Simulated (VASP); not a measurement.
H12SO8, 21 atoms in the cell. The cell holds an amorphous packing of atoms, 21 atoms: a = 6.333 Å, b = 6.333 Å, c = 6.333 Å, α = 90.00°, β = 90.00°, γ = 90.00°. 

```yaml
Program: VASP 6.6.1
Task: single point
Functional: PBE
Potentials_or_basis: VASP PAW PBE potentials, release 64 (O, H, S)
Cutoff: 520 eV
k_mesh: 1 × 1 × 1
Occupations: fermi-dirac, width 0.02 eV
Spin: no spin polarisation
Dipole_correction: no
Further_INCAR_settings: LREAL = Auto; ALGO = Normal; EDIFF = 1e-06; NBANDS = 49
```

Potentials or basis: VASP PAW PBE potentials, release 64 (O, H, S).

Launch:

```console
$ cat potpaw_PBE.64/O/POTCAR potpaw_PBE.64/H/POTCAR potpaw_PBE.64/S/POTCAR > POTCAR
$ mpirun -np 1 vasp_gam > vasp.out
```

Hardware: 1 thread of Intel Xeon 6975P-C, with other jobs on the host.

**Question.** Estimate the wall time of this run.

**Answer.** Run time: 37 s on 1 thread of Intel Xeon 6975P-C (shared host), peak memory 0.29 GiB. Counts: scf iterations 17, k points 1.
